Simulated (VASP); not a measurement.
# GaSb (I-4m2) in VASP: a series of runs, part 3 of 3

VASP 6.6.1. The steps go on from the part before.

## Step 5: Single point, PBE (32.40 Å³/atom)

This run uses another cell than the first one, of 32.40 Å³/atom.

Contents of INCAR:

```
SYSTEM = GaSb
PREC = Accurate
ENCUT = 520
EDIFF = 1E-6
ISMEAR = 0
SIGMA = 0.15
LREAL = .FALSE.
LASPH = .TRUE.
NELM = 60
ALGO = Normal
ISIF = 2
LWAVE = .FALSE.
LCHARG = .TRUE.
GGA = PE
LELF = .TRUE.
LVHAR = .TRUE.
NBANDS = 16
```

Contents of KPOINTS:

```
Automatic mesh
0
G
  14 14 14
  0 0 0
```

Contents of POSCAR:

```
GaSb
1.0
    0.0000000000      3.2452479669      3.1596222051
    3.1596222051      0.0000000000      3.1596222051
    3.1596222051      3.2452479669      0.0000000000
Ga Sb
1 1
Direct
    0.0000000000      0.0000000000      0.0000000000
    0.7500000000      0.7500000000      0.7500000000
```

Potentials or basis: VASP PAW PBE potentials, release 64 (Ga_d, Sb).

The run is started by

```sh
cat potpaw_PBE.64/Ga_d/POTCAR potpaw_PBE.64/Sb/POTCAR > POTCAR
mpirun -np 1 vasp_std > vasp.out
```

OUTCAR:

```text
SYSTEM = GaSb
   PREC = Accurate
   ENCUT = 520
   EDIFF = 1E-6
   ISMEAR = 0
   LREAL = .FALSE.
   LASPH = .TRUE.
   NELM = 60
   ISIF = 2
   GGA = PE

 ion  position               nearest neighbor table
   1  0.000  0.000  0.000-   2 2.76   2 2.76   2 2.76   2 2.76
   2  0.750  0.750  0.750-   1 2.76   1 2.76   1 2.76   1 2.76

  LATTYP: Found a body centered tetragonal cell.
 ALAT       =     4.4683805744
 C/A-ratio  =     1.4525387499

  Lattice vectors:

 A1 = (   0.0000000000,  -3.2452479669,   3.1596222051)
 A2 = (   0.0000000000,  -3.2452479669,  -3.1596222051)
 A3 = (   3.1596222051,   3.2452479669,   0.0000000000)

Analysis of symmetry for initial positions (statically):
=====================================================================
 Subroutine PRICEL returns:
 Original cell was already a primitive cell.

 Routine SETGRP: Setting up the symmetry group for a
 body centered tetragonal supercell.

 Subroutine GETGRP returns: Found  8 space group operations
 (whereof  8 operations were pure point group operations)
 out of a pool of 16 trial point group operations.

The static configuration has the point symmetry D_2d.

Analysis of symmetry for dynamics (positions and initial velocities):
=====================================================================
 Subroutine PRICEL returns:
 Original cell was already a primitive cell.

 Routine SETGRP: Setting up the symmetry group for a
 body centered tetragonal supercell.

 Subroutine GETGRP returns: Found  8 space group operations
 (whereof  8 operations were pure point group operations)
 out of a pool of 16 trial point group operations.

The dynamic configuration has the point symmetry D_2d.

 Subroutine INISYM returns: Found  8 space group operations
 (whereof  8 operations are pure point group operations),
 and found     1 'primitive' translations

----------------------------------------------------------------------------------------

                                     Primitive cell

[... 111 lines left out ...]
  volume/ion in A,a.u.               =      32.40       218.63
  Fermi-wavevector in a.u.,A,eV,Ry     =   1.068193  2.018591 15.524732  1.141036
  Thomas-Fermi vector in A             =   2.203833
   LORBIT       =      0    0 simple, 1 ext, 2 COOP (PROOUT), +10 PAW based schemes
   GGA     = PE    functional components
   LHFCALC =     F    Hartree Fock is set to
   AEXX    =    0.0000 exact exchange contribution
   IVDW    =     0    specifies the selected vdW correction
   LEPSILON=     F    determine dielectric tensor
   LRPA    =     F    only Hartree local field effects (RPA)
 non-spin polarized calculation
 Gauss-broadening in eV      SIGMA  =   0.15
  energy-cutoff  :      520.00
  volume of cell :       64.80
 maximum number of plane-waves:      1772
 NGX is ok and might be reduce to    36
   NGX = 17   NGY = 17   NGZ = 17

 number of electron      18.0000007 magnetization

 Free energy of the ion-electron system (eV)
  ---------------------------------------------------
  ext. energy  EPLUGINS =         0.00000000
  ---------------------------------------------------
  free energy    TOTEN  =        -7.32509691 eV

  energy without entropy =       -7.32441119  energy(sigma->0) =       -7.32475405

 E-fermi :   3.7715     XC(G=0):  -8.5605

 val. band max:        3.7336283118   @ k =   0.0000   0.0000   0.0000
 cond. band min:       3.8501095900   @ k =   0.5000   0.0000   0.0000
 fundamental gap:      0.1164812782
 Fermi energy:         3.7715033373

 k-point     1 :       0.0000    0.0000    0.0000
  band No.  band energies     occupation
      1     -11.1508      2.00000
      2     -11.1468      2.00000
      3     -11.1468      2.00000
      4     -11.1170      2.00000
      5     -11.1126      2.00000
      6      -6.9964      2.00000
[... 433 lines left out ...]
      3     -11.1415      2.00000
      4     -11.1186      2.00000
      5     -11.1120      2.00000
      6      -6.3630      2.00000
[... 8 lines left out ...]
     15      11.7578      0.00000
     16      12.2144      0.00000

 [... further k-points ...]

------------------------ aborting loop because EDIFF is reached ----------------------------------------

  FORCE on cell =-STRESS in cart. coord.  units (eV):
  Direction    XX          YY          ZZ          XY          YZ          ZX
  --------------------------------------------------------------------------------------
  -------------------------------------------------------------------------------------
  Total       -0.9906643     -1.4299440     -0.9906643      0.0000000     -0.0000000      0.0000000
  in kB      -24.4956471    -35.3574891    -24.4956471      0.0000000     -0.0000000      0.0000000
  external PRESSURE =     -28.1162611 kB  Pullay stress =       0.0000000 kB

 VOLUME and BASIS-vectors are now :
 -----------------------------------------------------------------------------
  energy-cutoff  :      520.00
  volume of cell :       64.80
      direct lattice vectors                 reciprocal lattice vectors
     0.000000000  3.245247967  3.159622205    -0.158246767  0.154071432  0.158246767
     3.159622205  0.000000000  3.159622205     0.158246767 -0.154071432  0.158246767
     3.159622205  3.245247967  0.000000000     0.158246767  0.154071432 -0.158246767

 POSITION                                       TOTAL-FORCE (eV/Angst)
 -----------------------------------------------------------------------------------
      0.00000      0.00000      0.00000         0.000000     -0.000000      0.000000
      4.73943      4.86787      4.73943        -0.000000      0.000000     -0.000000
 -----------------------------------------------------------------------------------
    total drift:                               -0.000001     -0.000002     -0.000001

  FREE ENERGIE OF THE ION-ELECTRON SYSTEM (eV)
  ---------------------------------------------------
  free  energy   TOTEN  =        -7.3250969117 eV

  energy  without entropy=       -7.3244111909  energy(sigma->0) =       -7.32475405
```

stdout:

```text
POSCAR found type information on POSCAR GaSb
 POSCAR found :  2 types and       2 ions
 scaLAPACK will be used
 LDA part: xc-table for (Slater+PW92), standard interpolation
 POSCAR, INCAR and KPOINTS ok, starting setup
 FFT: planning ... GRIDC
 FFT: planning ... GRID_SOFT
 FFT: planning ... GRID
 WAVECAR not read
 entering main loop
```

Wall time 2.5 min (1 thread of AMD EPYC 9R45 (Zen 5), shared host); peak memory 0.37 GiB.

Results:

```yaml
Free_energy: -7.3251 eV
Pressure: -2.8 GPa
Band_gap_on_the_k_mesh: zero (filled and empty bands touch)
```

Levels at points of the mesh, in eV from the Fermi level:
```tsv
k point	band 6	band 7	band 8	band 9	band 10	band 11	band 12	band 13
(0.00, 0.00, 0.00)	-10.77	-0.89	-0.18	-0.04	-0.04	2.69	2.69	2.77
(0.50, 0.00, 0.00)	-9.44	-5.90	-1.14	-0.96	0.08	3.60	3.70	6.42
(0.50, 0.50, 0.00)	-8.76	-6.34	-2.31	-2.29	0.86	1.33	7.78	7.80
(0.50, 0.00, 0.50)	-8.84	-6.44	-2.16	-2.16	1.04	1.47	7.78	7.78
```

Caveat: semilocal functionals underestimate gaps, and a narrow one can read as zero; spin-orbit coupling is left out, which moves the levels of the heavy elements.

## Step 6: Single point, PBE (32.40 Å³/atom)

This run uses another cell than the first one, of 32.40 Å³/atom.

Contents of INCAR:

```
PREC     = Accurate       # precision mode
ENCUT    = 520            # plane-wave cutoff, eV
EDIFF    = 1E-6           # SCF threshold, eV
ISMEAR   = 0              # smearing method
SIGMA    = 0.15           # smearing width, eV
LREAL    = F              # projectors in reciprocal space
LASPH    = T              # aspherical terms in the spheres
NELM     = 80             # most SCF steps
ALGO     = Normal         # electronic algorithm
ISIF     = 2              # what is computed and relaxed
LWAVE    = F              # write WAVECAR
LCHARG   = F              # write CHGCAR
GGA      = PE             # functional
NBANDS   = 16             # bands
```

Contents of KPOINTS:

```
regular mesh
0
Gamma
  14 14 14
```

Contents of POSCAR:

```
GaSb
1.0
    0.0000000000      3.3035452654      3.1316193624
    3.1316193624      0.0000000000      3.1316193624
    3.1316193624      3.3035452654      0.0000000000
Ga Sb
1 1
Direct
    0.0000000000      0.0000000000      0.0000000000
    0.7500000000      0.7500000000      0.7500000000
```

Potentials or basis: VASP PAW PBE potentials, release 64 (Ga_d, Sb).

The run is started by

```sh
cat potpaw_PBE.64/Ga_d/POTCAR potpaw_PBE.64/Sb/POTCAR > POTCAR
mpirun -np 1 vasp_std > vasp.out
```

Wall time 2.3 min (1 thread of AMD EPYC 9R45 (Zen 5), shared host); peak memory 0.37 GiB.

It converged, with:

* Free energy: -7.3132 eV
* Pressure: -2.8 GPa
* Band gap on the k mesh: zero (filled and empty bands touch)

Stress tensor (GPa, compression positive):
```
-2.06  0.00  0.00
 0.00 -4.31  0.00
 0.00  0.00 -2.06
```

Levels at points of the mesh, in eV from the Fermi level:
```
           k point  band 7  band 8  band 9  band 10  band 11  band 12
(0.00, 0.00, 0.00)   -0.92   -0.30    0.00     0.00     2.66     2.66
(0.50, 0.00, 0.00)   -5.91   -1.25   -0.89     0.04     3.55     3.75
(0.50, 0.50, 0.00)   -6.32   -2.38   -2.34     0.78     1.27     7.68
(0.50, 0.00, 0.50)   -6.52   -2.08   -2.08     1.15     1.56     7.73
```

Caveat: semilocal functionals underestimate gaps, and a narrow one can read as zero; spin-orbit coupling is left out, which moves the levels of the heavy elements.

## Step 7: The runs side by side

```csv
cell,gap on the mesh (eV),pressure (GPa)
"a = 4.473, b = 4.413 Å, angles 60.4, 59.1, 60.4°, 2 atoms",none,-1.5
"a = 4.433, b = 4.492 Å, angles 59.6, 60.9, 59.6°, 2 atoms",0.12,-1.5
"a = 4.495, b = 4.373 Å, angles 60.9, 58.2, 60.9°, 2 atoms",none,-1.6
"a = 4.529, b = 4.468 Å, angles 60.4, 59.1, 60.4°, 2 atoms",none,-2.8
"a = 4.552, b = 4.429 Å, angles 60.9, 58.2, 60.9°, 2 atoms",none,-2.8
```

Alike in all rows: task single point; level PBE; potentials or basis VASP PAW PBE potentials, release 64 (Ga_d, Sb); no spin polarisation; k mesh 14 × 14 × 14; cutoff (eV) 520; smearing gaussian 0.15 eV.

Caveats: semilocal functionals underestimate gaps, and a narrow one can read as zero; spin-orbit coupling is left out, which moves the levels of the heavy elements.

Absolute energies hang on the potentials; compare differences alone.

The gap in the log of VASP goes by the Fermi energy; the results here count the filled bands.